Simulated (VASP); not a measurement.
## WS2: single point with PBEsol+D3(BJ)

The system is WS2, a slab with vacuum.

```
W S
1.0
     3.14963    0.00000    0.00000
    -1.57481    2.72766    0.00000
     0.00000    0.00000   17.07685
W S
1 2
Direct
  0.33333 0.66667 0.00000
  0.66058 0.33333 0.90714
  0.67275 0.33333 0.09286
```

This cell differs from its parent crystal: atoms displaced along a vibrational mode, the cell strained.

* Program: VASP 6.6.1
* Task: single point
* Functional: PBEsol
* Dispersion: D3(BJ)
* Potentials or basis: VASP PAW PBE potentials, release 64 (W_sv, S)
* Cutoff: 520 eV
* k mesh: 12 × 12 × 2
* Occupations: gaussian, width 0.05 eV
* Spin: no spin polarisation
* Dipole correction: no
* Further INCAR settings: ALGO = Normal; EDIFF = 1e-06; NBANDS = 20

| Quantity | Value |
| --- | --- |
| Largest force | 0.467 eV/Å |
| Band gap on the k mesh | 1.94 eV (least direct gap 1.97 eV) |
| Dispersion energy per atom | -0.248 eV |

Forces on the atoms (eV/Å):
```
W    0.000  0.006  0.000
S    0.187 -0.003  0.428
S   -0.187 -0.003 -0.428
```

Levels at points of the mesh, in eV from the valence-band top:
| k point | band 10 | band 11 | band 12 | band 13 | band 14 | band 15 | band 16 | band 17 |
| --- | --- | --- | --- | --- | --- | --- | --- | --- |
| (0.00, 0.00, 0.00) | -2.24 | -1.50 | -1.50 | -0.21 | 2.94 | 2.95 | 3.09 | 3.09 |
| (0.50, 0.00, 0.00) | -3.36 | -2.25 | -1.15 | -0.98 | 3.00 | 3.37 | 4.02 | 4.74 |
| (0.00, 0.50, 0.00) | -3.36 | -2.25 | -1.15 | -0.98 | 3.00 | 3.37 | 4.02 | 4.73 |
| (0.00, 0.00, 0.50) | -2.24 | -1.50 | -1.50 | -0.21 | 2.94 | 2.95 | 3.09 | 3.09 |
| (0.50, 0.00, 0.50) | -3.36 | -2.25 | -1.15 | -0.98 | 3.00 | 3.37 | 4.02 | 4.74 |
| (0.00, 0.50, 0.50) | -3.36 | -2.25 | -1.15 | -0.98 | 3.00 | 3.37 | 4.02 | 4.73 |

Wall time 3.3 min on 1 thread of AMD EPYC 9R45 96-Core Processor (Zen 5), on a shared host, peak memory 0.38 GiB.

Caveat: the cell differs from its parent crystal (atoms displaced along a vibrational mode, the cell strained); there is no dipole correction, which matters where the two faces differ; the PAW data sets were made with another functional, which shifts forces and pressure a little; spin-orbit coupling is left out, which moves the levels of the heavy elements.
